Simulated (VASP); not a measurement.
# K4Mg3CuF12 (P4/mmm) in VASP: single point with PBEsol+U

Aim: the single point of K4Mg3CuF12 with PBEsol+U.

All numbers are computed with VASP 6.6.1; they aren't measurements. Logs are shortened: lines on timing, memory, paths and dates and some standing lists are left out, and cuts for length are marked.

### 1 The cell of the first run

Symmetry: P4/mmm, No. 123, tetragonal system. The conventional cell has a = 5.642 Å, b = 5.642 Å, c = 7.979 Å, α = 90.00°, β = 90.00°, γ = 90.00°. Within 3.7 Å of K (site symmetry 2mm) lie 12 F at 2.81 to 2.84 Å and 6 Mg at 3.44 to 3.47 Å and 2 Cu at 3.47 Å. Cu (site symmetry 4/mmm) has 6 F at 1.98 to 2.07 Å within 2.6 Å. Within 2.5 Å of Mg (site symmetry 4/mmm) lie 6 F at 1.92 to 2.01 Å. Within 2.6 Å of Mg (site symmetry 4/mmm) lie 6 F at 1.98 to 2.01 Å. Within 2.6 Å of Mg (site symmetry 4/mmm) lie 6 F at 1.98 to 2.01 Å. Within 2.6 Å of F (site symmetry m2m) lie 1 Cu at 1.98 Å and 1 Mg at 2.01 Å. Within 2.6 Å of F (site symmetry m2m) lie 2 Mg at 1.98 to 2.01 Å. F (site symmetry 4mm) has 1 Mg at 1.92 Å and 1 Cu at 2.07 Å within 2.5 Å.

### 2 Single point, PBEsol+U, collinear spin

INCAR

```
  PREC = Accurate
  ENCUT = 600
  EDIFF = 1E-6
  ISMEAR = 0
  SIGMA = 0.05
  LREAL = F
  LASPH = T
  NELM = 200
  ALGO = Normal
  ISIF = 2
  LWAVE = F
  LCHARG = F
  ISPIN = 2
  MAGMOM = 0 0 0 0 0.8 0 0 0 0.04 0 0.04 0 0.04 0 0.04 0 0 0 0 0
  LORBIT = 11
  LMAXMIX = 4
  LDAU = T
  LDAUTYPE = 2
  LDAUL = -1 2 -1 -1
  LDAUU = 0 5 0 0
  LDAUJ = 0 0 0 0
  LDAUPRINT = 1
  GGA = PS
  NBANDS = 88
  GGA_COMPAT = F
```

KPOINTS

```
regular mesh
0
Gamma
  3 3 2
```

POSCAR

```
K4Mg3CuF12
1.0
    3.9897000000      3.9897000000      0.0000000000
   -3.9897000000      3.9897000000      0.0000000000
    0.0000000000      0.0000000000      7.9794000000
K Cu Mg F
4 1 3 12
Direct
    0.5000000000      0.0000000000      0.2526347912
    0.5000000000      0.0000000000      0.7473652088
    0.0000000000      0.5000000000      0.2526347912
    0.0000000000      0.5000000000      0.7473652088
    0.0000000000      1.0000000000      0.0000000000
    0.0000000000      1.0000000000      0.5000000000
    0.5000000000      0.5000000000      0.0000000000
    0.5000000000      0.5000000000      0.5000000000
    0.2480256491      0.7519743509      0.0000000000
    0.2517823463      0.7482176537      0.5000000000
    0.7519743509      0.2480256491      0.0000000000
    0.7482176537      0.2517823463      0.5000000000
    0.2480256491      0.2480256491      0.0000000000
    0.2517823463      0.2517823463      0.5000000000
    0.7519743509      0.7519743509      0.0000000000
    0.7482176537      0.7482176537      0.5000000000
    0.0000000000      1.0000000000      0.2599994205
    0.0000000000      1.0000000000      0.7400005795
    0.5000000000      0.5000000000      0.2475244483
    0.5000000000      0.5000000000      0.7524755517
```

Potentials or basis: VASP PAW PBE potentials, release 64 (K_sv, Cu, Mg, F).

Command:

```
$ cat potpaw_PBE.64/K_sv/POTCAR potpaw_PBE.64/Cu/POTCAR potpaw_PBE.64/Mg/POTCAR potpaw_PBE.64/F/POTCAR > POTCAR
$ mpirun -np 1 vasp_std > vasp.out
```

OUTCAR:

```text
PREC = Accurate
   ENCUT = 600
   EDIFF = 1E-6
   ISMEAR = 0
   LREAL = F
   LASPH = T
   NELM = 200
   ISIF = 2
   ISPIN = 2
   LORBIT = 11
   GGA = PS

 ion  position               nearest neighbor table
   1  0.500  0.000  0.253-  10 2.81  12 2.81  14 2.81  16 2.81  19 2.82  19 2.82  17 2.82  17 2.82
                            13 2.84  11 2.84  15 2.84   9 2.84   8 3.44   6 3.44   6 3.44   8 3.44
   2  0.500  0.000  0.747-  10 2.81  12 2.81  14 2.81  16 2.81  20 2.82  20 2.82  18 2.82  18 2.82
                            13 2.84  11 2.84  15 2.84   9 2.84   8 3.44   6 3.44   6 3.44   8 3.44
   3  0.000  0.500  0.253-  10 2.81  12 2.81  14 2.81  16 2.81  19 2.82  19 2.82  17 2.82  17 2.82
                            13 2.84  11 2.84  15 2.84   9 2.84   6 3.44   6 3.44   8 3.44   8 3.44
   4  0.000  0.500  0.747-  10 2.81  12 2.81  14 2.81  16 2.81  20 2.82  20 2.82  18 2.82  18 2.82
                            13 2.84  11 2.84  15 2.84   9 2.84   6 3.44   6 3.44   8 3.44   8 3.44
   5  0.000  0.000  0.000-   9 1.98  11 1.98  13 1.98  15 1.98  17 2.07  18 2.07
   6  0.000  0.000  0.500-  17 1.92  18 1.92  14 2.01  16 2.01  10 2.01  12 2.01   3 3.44   4 3.44
                             1 3.44   2 3.44   3 3.44   4 3.44   1 3.44   2 3.44
   7  0.500  0.500  0.000-  19 1.98  20 1.98  13 2.01  15 2.01   9 2.01  11 2.01   3 3.47   4 3.47
                             1 3.47   2 3.47   1 3.47   2 3.47   3 3.47   4 3.47
   8  0.500  0.500  0.500-  10 1.98  12 1.98  14 1.98  16 1.98  19 2.01  20 2.01   3 3.44   4 3.44
                             1 3.44   2 3.44   1 3.44   2 3.44   3 3.44   4 3.44
   9  0.248  0.752  0.000-   5 1.98   7 2.01   3 2.84   4 2.84   1 2.84   2 2.84
  10  0.252  0.748  0.500-   8 1.98   6 2.01   3 2.81   4 2.81   1 2.81   2 2.81
  11  0.752  0.248  0.000-   5 1.98   7 2.01   3 2.84   4 2.84   1 2.84   2 2.84
  12  0.748  0.252  0.500-   8 1.98   6 2.01   3 2.81   4 2.81   1 2.81   2 2.81
  13  0.248  0.248  0.000-   5 1.98   7 2.01   3 2.84   4 2.84   1 2.84   2 2.84
  14  0.252  0.252  0.500-   8 1.98   6 2.01   3 2.81   4 2.81   1 2.81   2 2.81
  15  0.752  0.752  0.000-   5 1.98   7 2.01   3 2.84   4 2.84   1 2.84   2 2.84
  16  0.748  0.748  0.500-   8 1.98   6 2.01   3 2.81   4 2.81   1 2.81   2 2.81
  17  0.000  0.000  0.260-   6 1.92   5 2.07   1 2.82   3 2.82   3 2.82   1 2.82
  18  0.000  0.000  0.740-   6 1.92   5 2.07   2 2.82   4 2.82   4 2.82   2 2.82
  19  0.500  0.500  0.248-   7 1.98   8 2.01   1 2.82   3 2.82   1 2.82   3 2.82
  20  0.500  0.500  0.752-   7 1.98   8 2.01   2 2.82   4 2.82   2 2.82   4 2.82

  LATTYP: Found a simple tetragonal cell.
 ALAT       =     5.6422878498
 C/A-ratio  =     1.4142135624

  Lattice vectors:

 A1 = (   3.9897000000,   3.9897000000,   0.0000000000)
 A2 = (  -3.9897000000,   3.9897000000,   0.0000000000)
 A3 = (   0.0000000000,   0.0000000000,   7.9794000000)

Analysis of symmetry for initial positions (statically):
=====================================================================
 Subroutine PRICEL returns:
 Original cell was already a primitive cell.

 Routine SETGRP: Setting up the symmetry group for a
 simple tetragonal supercell.

 Subroutine GETGRP returns: Found 16 space group operations
 (whereof 16 operations were pure point group operations)
 out of a pool of 16 trial point group operations.

The static configuration has the point symmetry D_4h.

Analysis of symmetry for dynamics (positions and initial velocities):
=====================================================================
 Subroutine PRICEL returns:
 Original cell was already a primitive cell.

 Routine SETGRP: Setting up the symmetry group for a
 simple tetragonal supercell.

 Subroutine GETGRP returns: Found 16 space group operations
 (whereof 16 operations were pure point group operations)
 out of a pool of 16 trial point group operations.

The dynamic configuration has the point symmetry D_4h.

Analysis of structural, dynamic, and magnetic symmetry:
=====================================================================
 Subroutine PRICEL returns:
 Original cell was already a primitive cell.

 Routine SETGRP: Setting up the symmetry group for a
 simple tetragonal supercell.

 Subroutine GETGRP returns: Found 16 space group operations
 (whereof 16 operations were pure point group operations)
 out of a pool of 16 trial point group operations.

The overall configuration has the point symmetry D_4h.

[... 162 lines left out ...]
spin component  1

  0.9810  0.0000  0.0000  0.0000 -0.0000
  0.0000  0.9782 -0.0000  0.0000  0.0000
  0.0000 -0.0000  1.0068 -0.0000  0.0000
  0.0000  0.0000 -0.0000  0.9782 -0.0000
 -0.0000  0.0000  0.0000 -0.0000  1.0175

spin component  2

  0.9801 -0.0000 -0.0000 -0.0000  0.0000
 -0.0000  0.9767  0.0000 -0.0000 -0.0000
 -0.0000  0.0000  1.0060  0.0000  0.0000
 -0.0000 -0.0000  0.0000  0.9767  0.0000
  0.0000 -0.0000  0.0000  0.0000  0.1808

 occupancies and eigenvectors

  o =  0.1808  v =  0.0000  0.0000  0.0000  0.0000  0.0000  0.0000  0.0000  0.0000  0.0000  1.0000      0.0000  0.0000  0.0000  0.0000  0.0000  0.0000  0.0000  0.0000  0.0000  0.0000
  o =  0.9767  v =  0.0000  0.0000  0.0000  0.0000  0.0000  0.0000 -0.1882 -0.0000 -0.9821  0.0000      0.0000  0.0000  0.0000  0.0000  0.0000  0.0000  0.0000  0.0000  0.0000  0.0000
  o =  0.9767  v =  0.0000  0.0000  0.0000  0.0000  0.0000  0.0000  0.9821 -0.0000 -0.1882 -0.0000      0.0000  0.0000  0.0000  0.0000  0.0000  0.0000  0.0000  0.0000  0.0000  0.0000
  o =  0.9782  v =  0.0000 -0.9757 -0.0000 -0.2190  0.0000  0.0000  0.0000  0.0000  0.0000  0.0000      0.0000  0.0000  0.0000  0.0000  0.0000  0.0000  0.0000  0.0000  0.0000  0.0000
  o =  0.9782  v =  0.0000 -0.2190 -0.0000  0.9757  0.0000  0.0000  0.0000  0.0000  0.0000  0.0000      0.0000  0.0000  0.0000  0.0000  0.0000  0.0000  0.0000  0.0000  0.0000  0.0000
  o =  0.9801  v =  0.0000  0.0000  0.0000  0.0000  0.0000  1.0000  0.0000  0.0000  0.0000  0.0000      0.0000  0.0000  0.0000  0.0000  0.0000  0.0000  0.0000  0.0000  0.0000  0.0000
  o =  0.9810  v =  1.0000  0.0000  0.0000  0.0000  0.0000  0.0000  0.0000  0.0000  0.0000  0.0000      0.0000  0.0000  0.0000  0.0000  0.0000  0.0000  0.0000  0.0000  0.0000  0.0000
  o =  1.0060  v =  0.0000  0.0000  0.0000  0.0000  0.0000  0.0000 -0.0000  1.0000 -0.0000 -0.0000      0.0000  0.0000  0.0000  0.0000  0.0000  0.0000  0.0000  0.0000  0.0000  0.0000
  o =  1.0068  v =  0.0000  0.0000 -1.0000 -0.0000  0.0000  0.0000  0.0000  0.0000  0.0000  0.0000      0.0000  0.0000  0.0000  0.0000  0.0000  0.0000  0.0000  0.0000  0.0000  0.0000
  o =  1.0175  v =  0.0000  0.0000  0.0000  0.0000  1.0000  0.0000  0.0000  0.0000  0.0000  0.0000      0.0000  0.0000  0.0000  0.0000  0.0000  0.0000  0.0000  0.0000  0.0000  0.0000

 number of electron     137.0000067 magnetization       1.0000110

 Free energy of the ion-electron system (eV)
  ---------------------------------------------------
  ext. energy  EPLUGINS =         0.00000000
  ---------------------------------------------------
  free energy    TOTEN  =       -96.27443791 eV

  energy without entropy =      -96.27443791  energy(sigma->0) =      -96.27443791

 E-fermi :  -0.4610     XC(G=0): -10.0372

 val. band max:       -0.7007216429   @ k =   0.3333   0.3333   0.5000
 cond. band min:       1.8205729968   @ k =   0.3333   0.3333   0.0000
 fundamental gap:      2.5212946397
 Fermi energy:        -0.4609837606

 spin component 1

 k-point     1 :       0.0000    0.0000    0.0000
  band No.  band energies     occupation
      1     -27.0560      1.00000
      2     -27.0257      1.00000
      3     -27.0051      1.00000
      4     -26.9908      1.00000
      5     -21.8406      1.00000
      6     -21.4683      1.00000
[... 487 lines left out ...]
     79       9.8231      0.00000
     80      10.1596      0.00000
 Fermi energy:        -0.4609837606

 spin component 2

 k-point     1 :       0.0000    0.0000    0.0000
  band No.  band energies     occupation
      1     -27.0560      1.00000
      2     -27.0258      1.00000
      3     -27.0052      1.00000
      4     -26.9909      1.00000
      5     -21.7785      1.00000
      6     -21.4604      1.00000
[... 487 lines left out ...]
     79       9.8239      0.00000
     80      10.1632      0.00000
 [bands above 80 left out]

------------------------ aborting loop because EDIFF is reached ----------------------------------------

  FORCE on cell =-STRESS in cart. coord.  units (eV):
  Direction    XX          YY          ZZ          XY          YZ          ZX
  --------------------------------------------------------------------------------------
  -------------------------------------------------------------------------------------
  Total       -1.4491912     -1.4491912      2.7031323      0.0000000     -0.0000000      0.0000000
  in kB       -9.1401968     -9.1401968     17.0489316      0.0000000     -0.0000000      0.0000000
  external PRESSURE =      -0.4104873 kB  Pullay stress =       0.0000000 kB

 VOLUME and BASIS-vectors are now :
 -----------------------------------------------------------------------------
  energy-cutoff  :      600.00
  volume of cell :      254.03
      direct lattice vectors                 reciprocal lattice vectors
     3.989700000  3.989700000  0.000000000     0.125322706  0.125322706  0.000000000
    -3.989700000  3.989700000  0.000000000    -0.125322706  0.125322706  0.000000000
     0.000000000  0.000000000  7.979400000     0.000000000  0.000000000  0.125322706

 POSITION                                       TOTAL-FORCE (eV/Angst)
 -----------------------------------------------------------------------------------
      1.99485      1.99485      2.01587        -0.000000      0.000000     -0.004318
      1.99485      1.99485      5.96353        -0.000000     -0.000000      0.004318
     -1.99485      1.99485      2.01587        -0.000000      0.000000     -0.004318
     -1.99485      1.99485      5.96353        -0.000000     -0.000000      0.004318
      0.00000      0.00000      0.00000        -0.000000      0.000000      0.000000
      0.00000      0.00000      3.98970        -0.000000      0.000000      0.000000
[... 12 lines left out ...]
      0.00000      3.98970      1.97510         0.000000     -0.000000      0.002645
      0.00000      3.98970      6.00430         0.000000      0.000000     -0.002645
 -----------------------------------------------------------------------------------
    total drift:                               -0.000000      0.000000      0.000000

  FREE ENERGIE OF THE ION-ELECTRON SYSTEM (eV)
  ---------------------------------------------------
  free  energy   TOTEN  =       -96.2744379123 eV

  energy  without entropy=      -96.2744379123  energy(sigma->0) =      -96.27443791

 total charge

# of ion       s       p       d       tot
------------------------------------------
    1        1.955   5.578   0.028   7.561
    2        1.955   5.578   0.028   7.561
    3        1.955   5.578   0.028   7.561
    4        1.955   5.578   0.028   7.561
    5        0.286   0.339   9.063   9.687
    6        0.133   0.172   0.086   0.392
[... 12 lines left out ...]
   19        1.723   4.396   0.000   6.119
   20        1.723   4.396   0.000   6.119
--------------------------------------------------
tot         29.174  75.782   9.418 114.375

 magnetization (x)

# of ion       s       p       d       tot
------------------------------------------
    1       -0.000  -0.000  -0.000  -0.000
    2       -0.000  -0.000  -0.000  -0.000
    3       -0.000  -0.000  -0.000  -0.000
    4       -0.000  -0.000  -0.000  -0.000
    5        0.001   0.001   0.841   0.843
    6       -0.000  -0.000  -0.000  -0.000
[... 12 lines left out ...]
   19        0.000   0.001   0.000   0.001
   20        0.000   0.001   0.000   0.001
--------------------------------------------------
tot          0.010   0.140   0.842   0.992
```

Run time: 16 min. Hardware: 1 thread of Intel Xeon 8259CL, shared host; peak memory 0.64 GiB.

What came out:

```yaml
Free_energy: -96.2744 eV
Pressure: 0.0 GPa
Largest_force: 0.189 eV/Å
Band_gap_on_the_k_mesh: 2.52 eV
Net_moment: 1.00 μB per cell
Site_moments: K -0.00; Cu +0.84; Mg -0.00, +0.01, +0.00; F +0.04, +0.00, -0.00 (each value once) μB
Valence_electrons_inside_the_program's_atomic_spheres: K 7.56; Cu 9.69; Mg 0.39, 0.36, 0.37; F 6.10, 6.12, 6.11 (each value once)
```

Forces in eV/Å, atoms in the order of the input:
```
K    0.000  0.000 -0.004
K    0.000  0.000  0.004
K    0.000  0.000 -0.004
K    0.000  0.000  0.004
Cu   0.000  0.000  0.000
Mg   0.000  0.000  0.000
Mg   0.000  0.000  0.000
Mg   0.000  0.000  0.000
F   -0.108  0.000  0.000
F   -0.002  0.000  0.000
F    0.108  0.000  0.000
F    0.002  0.000  0.000
F    0.000 -0.108  0.000
F    0.000 -0.002  0.000
F    0.000  0.108  0.000
F    0.000  0.002  0.000
F    0.000  0.000 -0.189
F    0.000  0.000  0.189
F    0.000  0.000  0.003
F    0.000  0.000 -0.003
```

Stress tensor (GPa, compression positive):
```
-0.91  0.00  0.00
 0.00 -0.91  0.00
 0.00  0.00  1.70
```

Levels at points of the mesh, in eV from the valence-band top:
Spin up:
```csv
k point,band 65,band 66,band 67,band 68,band 69,band 70,band 71,band 72,band 73,band 74
"(0.00, 0.00, 0.00)",-1.06,-0.86,-0.86,-0.83,-0.55,5.90,8.83,9.04,9.07,9.08
"(0.00, 0.00, 0.50)",-1.08,-1.08,-1.06,-0.83,-0.53,6.62,7.32,9.40,9.57,9.60
```
Spin down:
```csv
k point,band 66,band 67,band 68,band 69,band 70,band 71
"(0.00, 0.00, 0.00)",-0.85,-0.83,-0.18,2.71,5.93,8.88
"(0.00, 0.00, 0.50)",-1.05,-0.83,-0.16,2.71,6.67,7.33
```

Eigenvalues of the final occupation matrices:
| site | spin | trace | eigenvalues |
| --- | --- | --- | --- |
| site 5 d | 1 | 4.96 | 0.98 0.98 0.98 1.01 1.02 |
| site 5 d | 2 | 4.12 | 0.18 0.98 0.98 0.98 1.01 |

Caveat: the PAW data sets were made with another functional, which shifts forces and pressure a little; an odd mesh through Γ misses points on the zone boundary, where band edges can lie; a cell with one magnetic atom can't hold antiferromagnetic order, which such compounds often take.
